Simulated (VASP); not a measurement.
A run of VASP 6.6.1 is set up as follows.

File INCAR:

```
  ALGO = Normal
  DIPOL = 0.5 0.5 0.316
  EDIFF = 1E-7
  ENCUT = 520
  GGA = PE
  IDIPOL = 3
  ISIF = 2
  ISMEAR = 0
  LASPH = True
  LCHARG = False
  LDIPOL = True
  LREAL = Auto
  LWAVE = False
  NBANDS = 36
  NELM = 100
  PREC = Accurate
  SIGMA = 0.1
```

KPOINTS

```
k-points
0
Gamma
  6 6 1
```

Contents of POSCAR:

```
Be16CO
1.0
    4.5254381410      0.0000000000      0.0000000000
   -2.2627190705      3.9191443934      0.0000000000
    0.0000000000      0.0000000000     23.4761687145
Be C O
16 1 1
Direct
    0.3333333333      0.1666666667      0.1703855535
    0.3333333333      0.6666666667      0.1703855535
    0.8333333333      0.1666666667      0.1703855535
    0.8333333333      0.6666666667      0.1703855535
    0.1666666667      0.3333333333      0.2463521558
    0.1666666667      0.8333333333      0.2463521558
    0.6666666667      0.3333333333      0.2463521558
    0.6666666667      0.8333333333      0.2463521558
    0.3333333333      0.1666666667      0.3241941575
    0.3333333333      0.6666666667      0.3241941575
    0.8333333333      0.1666666667      0.3241941575
    0.8333333333      0.6666666667      0.3241941575
    0.1666666667      0.3333333333      0.4036505628
    0.1666666667      0.8333333333      0.4036505628
    0.6666666667      0.3333333333      0.4036505628
    0.6666666667      0.8333333333      0.4036505628
    0.1666666667      0.3333333333      0.5301618363
    0.2049696816      0.2950303184      0.5778899802
```

Potentials or basis: VASP PAW PBE potentials, release 64 (Be, C, O).

The run is started by

```console
$ cat potpaw_PBE.64/Be/POTCAR potpaw_PBE.64/C/POTCAR potpaw_PBE.64/O/POTCAR > POTCAR
$ mpirun -np 1 vasp_std > vasp.out
```

(1) Predict the largest force.

(2) What does it give for the band gap on the k mesh?

Results:

(1) 1.736 eV/Å.

(2) zero (band 21 reaches -0.67 eV, above the bottom of band 22 at -2.94 eV).
